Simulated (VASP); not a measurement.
The system is HfZr2S6.

```
Zr Hf S
1.0
     3.18188    1.83706    6.77584
    -3.18188    1.83706    6.77584
     0.00000   -3.67412    6.77584
Zr Hf S
2 1 6
Direct
  0.16666 0.16666 0.16666
  0.83334 0.83334 0.83334
  0.50000 0.50000 0.50000
  0.09775 0.42879 0.75980
  0.42879 0.75980 0.09775
  0.75980 0.09775 0.42879
  0.24020 0.90225 0.57121
  0.57121 0.24020 0.90225
  0.90225 0.57121 0.24020
```

Base run:

| Quantity | Value |
| --- | --- |
| Program | VASP 6.6.1 |
| Functional | PBE |
| Potentials or basis | VASP PAW PBE potentials, release 64 (Zr_sv, Hf_pv, S) |
| Cutoff | 520 eV |
| k mesh | 6 × 6 × 6 |
| Occupations | gaussian, width 0.02 eV |
| Spin | no spin polarisation |

Its results: band gap on the k mesh 1.16 eV (least direct gap 1.60 eV); pressure -0.2 GPa; largest force 0.040 eV/Å.

Q: The run is repeated on the same cell with these changes: functional from PBE to PBEsol; further incar settings from ALGO = Normal; EDIFF = 1e-07; NBANDS = 45 to ALGO = Normal; EDIFF = 1e-06; NBANDS = 45. What comes out?

A: Band gap on the k mesh 1.09 eV (least direct gap 1.54 eV); pressure -2.7 GPa; largest force 0.274 eV/Å.

Caveats: spin-orbit coupling is left out, which moves the levels of the heavy elements; the PAW data sets were made with another functional, which shifts forces and pressure a little (at least some runs).

A k mesh can miss the band edges.
